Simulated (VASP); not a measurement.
TiNbAs6: single point with PBE

Crystal: TiNbAs6.

```
Ti Nb As
1.0
     0.00000    4.94145    4.94145
     4.94145    0.00000    4.94145
     4.94145    4.94145    0.00000
Ti Nb As
1 1 6
Direct
  0.50000 0.50000 0.50000
  0.00000 0.00000 0.00000
  0.74627 0.25373 0.25373
  0.25373 0.74627 0.74627
  0.25373 0.74627 0.25373
  0.74627 0.25373 0.74627
  0.25373 0.25373 0.74627
  0.74627 0.74627 0.25373
```

- Program: VASP 6.6.1
- Task: single point
- Functional: PBE
- Potentials or basis: VASP PAW PBE potentials, release 64 (Ti_sv, Nb_sv, As)
- Cutoff: 520 eV
- k mesh: 8 × 8 × 8
- Occupations: gaussian, width 0.1 eV
- Spin: no spin polarisation
- Dipole correction: no
- Further INCAR settings: ALGO = Normal; EDIFF = 1e-07; NBANDS = 38

```yaml
Pressure: 0.0 GPa
Largest_force: 0.007 eV/Å
Band_gap_on_the_k_mesh: zero (an odd number of electrons rules out a gap without spin polarisation)
```

Forces in eV/Å, atoms in the order of the input:
```
Ti   0.000  0.000  0.000
Nb   0.000  0.000  0.000
As  -0.007  0.000  0.000
As   0.007  0.000  0.000
As   0.000 -0.007  0.000
As   0.000  0.007  0.000
As   0.000  0.000 -0.007
As   0.000  0.000  0.007
```

Levels at points of the mesh, in eV from the Fermi level:
| k point | band 24 | band 25 | band 26 | band 27 | band 28 | band 29 | band 30 | band 31 |
| --- | --- | --- | --- | --- | --- | --- | --- | --- |
| (0.00, 0.00, 0.00) | 0.17 | 0.17 | 0.17 | 0.27 | 0.27 | 0.27 | 1.49 | 1.49 |
| (0.50, 0.00, 0.00) | -2.09 | -1.90 | -1.90 | 0.71 | 0.71 | 0.78 | 0.78 | 1.02 |
| (0.50, 0.50, 0.00) | -1.81 | -1.42 | -1.18 | -0.79 | -0.79 | -0.41 | 0.21 | 1.11 |

It took 16 min on 1 thread of Intel Xeon 8259CL (shared host), peak memory 0.57 GiB.
